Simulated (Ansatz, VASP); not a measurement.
**BaTiO3 in VASP and in Ansatz**

```
Ba Ti O
1.0
     3.72046   -0.34735    0.02237
    -0.21896    3.26978    3.11008
     0.26135   -2.74738    2.58992
Ba Ti O
1 1 3
Direct
  0.00364 0.99727 0.99850
  0.50025 0.51161 0.51018
  0.99835 0.49282 0.49504
  0.49991 0.50154 0.99454
  0.49786 0.99299 0.49796
```

Alike in both runs: functional PBE; k mesh 6 × 5 × 6; occupations fermi-dirac, width 0.05 eV; no spin polarisation.

|  | VASP | Ansatz |
| --- | --- | --- |
| version | VASP 6.6.1 | Ansatz 0.2.0 |
| potentials or method | VASP PAW PBE potentials, release 64 (Ba_sv, Ti_sv, O) | Ansatz PAW |
| plane-wave cutoff (eV) | 520 | 420 |
| valence electrons in the cell | 40 | 40 |
| task | single point | band structure |

Ansatz gave:

| Quantity | Value |
| --- | --- |
| gap on the k mesh at the Fermi level (eV) | 0.84 |
| least direct gap on the mesh (eV) | 0.97 |
| pressure (GPa) | 16.7 |
| traceless stress, the component that is largest in VASP (GPa) | 21.06 |
| rms of the force components (eV/Å) | 0.269 |

Problem. Which values does VASP return?

Solution. gap on the k mesh at the Fermi level (eV): 0.76; least direct gap on the mesh (eV): 0.90; pressure (GPa): 19.1; traceless stress, the component that is largest in VASP (GPa): 22.28; rms of the force components (eV/Å): 0.280.

Atom by atom the forces differ by 0.018 eV/Å (rms over components). The functional is the same, so the differences come from potentials, cutoffs and numerics.

Neither program's run includes spin-orbit coupling.
